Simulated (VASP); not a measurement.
Set up this calculation in VASP 6.6.1, as the native input.

* Task: single point
* Functional: PBE
* Potentials or basis: VASP PAW PBE potentials, release 64 (Li_sv, Cl)
* Cutoff: 520 eV
* k mesh: 4 × 4 × 4
* Occupations: gaussian, width 0.1 eV
* Spin: no spin polarisation
* Dipole correction: no
* Further INCAR settings: ALGO = Normal; EDIFF = 1e-07; NBANDS = 28

The structure of Li5Cl3 lies in POSCAR:

```
Li5Cl3
1.0
   -3.2586610500      3.2586610500      3.2586610500
    3.2586610500     -3.2586610500      3.2586610500
    3.2586610500      3.2586610500     -3.2586610500
Li Cl
5 3
Direct
    0.5000000000      0.5000000000      0.5000000000
    0.0000000000      0.0000000000      0.5000000000
    0.0000000000      0.5000000000      0.0000000000
    0.5000000000      0.0000000000      0.0000000000
    0.0000000000      0.0000000000      0.0000000000
    0.0000000000      0.5000000000      0.5000000000
    0.5000000000      0.0000000000      0.5000000000
    0.5000000000      0.5000000000      0.0000000000
```

The cell was generated, and may not be a known phase.

These files were run (other wordings do the same):

INCAR

```
SYSTEM = Li5Cl3
  PREC = Accurate
  ENCUT = 520
  EDIFF = 1E-7
  ISMEAR = 0
  SIGMA = 0.1
  LREAL = .FALSE.
  LASPH = .TRUE.
  NELM = 100
  ALGO = Normal
  ISIF = 2
  LWAVE = .FALSE.
  LCHARG = .TRUE.
  GGA = PE
  LELF = .TRUE.
  LVHAR = .TRUE.
  NBANDS = 28
```

KPOINTS

```
regular mesh
0
G
  4 4 4
  0 0 0
```

Potentials or basis: VASP PAW PBE potentials, release 64 (Li_sv, Cl).

The run is started by

```sh
$ cat potpaw_PBE.64/Li_sv/POTCAR potpaw_PBE.64/Cl/POTCAR > POTCAR
$ mpirun -np 1 vasp_std > vasp.out
```

Results of the run:

- Band gap on the k mesh: zero (filled and empty bands touch)

Run time: 18 s on 1 thread of AMD EPYC 9R45 96-Core Processor (Zen 5), on a shared host, peak memory 0.22 GiB.
